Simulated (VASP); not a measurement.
A run of VASP 6.6.1 is set up as follows.

The input INCAR:

```
SYSTEM = MoRu2
  ALGO = Fast
  EDIFF = 1E-6
  EDIFFG = -0.04
  ENCUT = 600
  GGA = PE
  IBRION = 2
  ISIF = 3
  ISMEAR = 0
  LASPH = .True.
  LCHARG = .False.
  LREAL = .False.
  LWAVE = .False.
  NELM = 60
  NSW = 90
  PREC = Accurate
  SIGMA = 0.1
```

File KPOINTS:

```
k-points
0
Gamma
  6 6 2
  0 0 0
```

POSCAR

```
MoRu2
1.0
    2.7113483200      0.0000000000      0.0000000000
   -1.3556741600      2.3480965300      0.0000000000
    0.0000000000      0.0000000000     14.0520733500
Mo Ru
2 4
Direct
    0.3333333300      0.6666666700      0.9166666700
    0.6666666700      0.3333333300      0.0833333300
    0.3333333300      0.6666666700      0.2500000000
    0.3333333300      0.6666666700      0.5833333300
    0.6666666700      0.3333333300      0.4166666700
    0.6666666700      0.3333333300      0.7500000000
```

Potentials or basis: VASP PAW PBE potentials, release 64 (Mo_sv, Ru_pv).

Run with:

```console
$ cat potpaw_PBE.64/Mo_sv/POTCAR potpaw_PBE.64/Ru_pv/POTCAR > POTCAR
$ mpirun -np 1 vasp_std > vasp.out
```

Problem. Estimate the band gap on the k mesh.

Solution. Zero (bands 42 and 43 overlap by 2.35 eV).

Problem. What does it give for the relaxed cell?

Solution. a = 2.745 Å, b = 2.745 Å, c = 13.361 Å, α = 90.00°, β = 90.00°, γ = 120.00°.

Problem. Estimate the space group after relaxing (to 0.1 Å).

Solution. P-3m1 (No. 164).

Forces on the atoms (eV/Å):
```
Mo   0.000  0.000 -0.013
Mo   0.000  0.000  0.013
Ru   0.000  0.000  0.005
Ru   0.000  0.000  0.025
Ru   0.000  0.000 -0.025
Ru   0.000  0.000 -0.005
```

Caveat: the k points lie up to 0.44 Å⁻¹ apart in the final cell, too coarse for converged energies and pressures of a metal.
